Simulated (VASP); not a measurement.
**MgI2: single point with PBEsol**

The system is MgI2.

```
Mg I
1.0
     4.21061    0.00000    0.00000
    -2.10530    3.64649    0.00000
     0.00000    0.00000    6.67777
Mg I
1 2
Direct
  0.00000 0.00000 0.00000
  0.33333 0.66667 0.75763
  0.66667 0.33333 0.24237
```

This cell differs from its parent crystal: ratio of the length along z to the lengths across it x 0.96, volume and fractional coordinates fixed.

- Program: VASP 6.6.1
- Task: single point
- Functional: PBEsol
- Potentials or basis: VASP PAW PBE potentials, release 64 (Mg, I)
- Cutoff: 520 eV
- k mesh: 6 × 6 × 4
- Occupations: gaussian, width 0.05 eV
- Spin: no spin polarisation
- Dipole correction: no
- Further INCAR settings: ALGO = Normal; EDIFF = 1e-07; NBANDS = 15

```yaml
Pressure: -0.2 GPa
Largest_force: 0.058 eV/Å
Band_gap_on_the_k_mesh: 3.25 eV, indirect (least direct gap 3.30 eV)
```

Forces on the atoms (eV/Å):
```
Mg   0.000  0.000  0.000
I    0.000  0.000 -0.058
I    0.000  0.000  0.058
```

Stress tensor (GPa, compression positive):
```
-0.73  0.00  0.00
 0.00 -0.73  0.00
 0.00  0.00  0.75
```

Levels at points of the mesh, in eV from the valence-band top:
```csv
k point,band 4,band 5,band 6,band 7,band 8,band 9,band 10,band 11,band 12,band 13
"(0.00, 0.00, 0.00)",-0.80,-0.80,-0.36,-0.36,0.00,3.30,4.30,6.29,6.29,7.46
"(0.50, 0.00, 0.00)",-2.97,-2.05,-1.72,-1.07,-0.66,3.33,5.04,5.33,6.64,8.14
"(0.00, 0.00, 0.50)",-1.58,-0.68,-0.68,-0.49,-0.49,4.25,4.43,6.07,6.07,7.39
"(0.50, 0.00, 0.50)",-3.42,-1.52,-1.21,-0.95,-0.93,3.31,4.95,5.56,5.92,7.54
```

Wall time 68 s on 1 thread of Intel(R) Xeon(R) Platinum 8259CL CPU @ 2.50GHz (Skylake/Cascade Lake) (shared host), peak memory 0.22 GiB.

Caveat: the PAW data sets were made with another functional, which shifts forces and pressure a little; spin-orbit coupling is left out, which moves the levels of the heavy elements; this functional lacks dispersion, which binds the layers, so the pressure and a relaxed spacing across them are unreliable. A k mesh can miss the band edges.
